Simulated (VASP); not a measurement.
**AlCo3: single point with r2SCAN+D3(BJ)**

AlCo3:

```xyz
4
Lattice="3.5749 0.0000 0.0000 0.0000 3.5749 0.0000 0.0000 0.0000 3.5749" Properties=species:S:1:pos:R:3 pbc="T T T"
Al    0.0000    0.0000    0.0000
Co    1.7875    1.7875    0.0000
Co    1.7875    0.0000    1.7875
Co    0.0000    1.7875    1.7875
```

```yaml
Program: VASP 6.6.1
Task: single point
Functional: r2SCAN
Dispersion: D3(BJ)
Potentials_or_basis: VASP PAW PBE potentials, release 64 (Al, Co)
Cutoff: 520 eV
k_mesh: 12 × 12 × 12
Occupations: gaussian, width 0.1 eV
Spin: collinear spin, ferromagnetic start
Starting_moments: "[0.0, 1.76, 1.76, 1.76] μB"
Dipole_correction: no
Further_INCAR_settings: ALGO = Normal; EDIFF = 1e-06; NBANDS = 27
```

```yaml
Pressure: -1.5 GPa
Net_moment: 4.50 μB per cell
Site_moments: Al -0.04; Co +1.57 μB
Valence_electrons_inside_the_program's_atomic_spheres: Al 0.84; Co 8.32
Dispersion_energy_per_atom: -0.196 eV
```

Levels at points of the mesh, in eV from the Fermi level:
Spin up:
```csv
k point,band 15,band 16,band 17,band 18,band 19,band 20
"(0.00, 0.00, 0.00)",-0.91,-0.91,0.32,0.32,0.32,6.23
"(0.50, 0.00, 0.00)",-2.11,-2.11,-0.91,5.22,5.22,5.23
"(0.50, 0.50, 0.00)",-1.91,-1.77,-1.24,-0.06,-0.06,7.93
"(0.50, 0.50, 0.50)",-1.88,-1.31,-1.31,-1.31,-0.89,3.19
```
Spin down:
| k point | band 9 | band 10 | band 11 | band 12 | band 13 | band 14 | band 15 | band 16 | band 17 | band 18 |
| --- | --- | --- | --- | --- | --- | --- | --- | --- | --- | --- |
| (0.00, 0.00, 0.00) | -1.09 | -1.09 | 0.31 | 0.31 | 0.31 | 0.53 | 0.53 | 0.53 | 1.46 | 1.47 |
| (0.50, 0.00, 0.00) | -1.76 | -1.62 | -0.89 | -0.89 | -0.19 | 0.49 | 0.53 | 0.77 | 1.55 | 5.61 |
| (0.50, 0.50, 0.00) | -1.88 | -1.88 | -0.58 | -0.57 | -0.43 | 0.19 | 0.34 | 0.45 | 0.45 | 2.11 |
| (0.50, 0.50, 0.50) | -1.30 | -1.30 | -1.08 | -0.72 | -0.72 | 0.42 | 0.42 | 0.42 | 1.17 | 1.17 |

Wall time 8.6 min on 1 thread of Intel(R) Xeon(R) Platinum 8488C (Sapphire Rapids) (shared host), peak memory 0.3 GiB.

Caveat: three body term missing; the PAW data sets were made with another functional, which shifts forces and pressure a little.
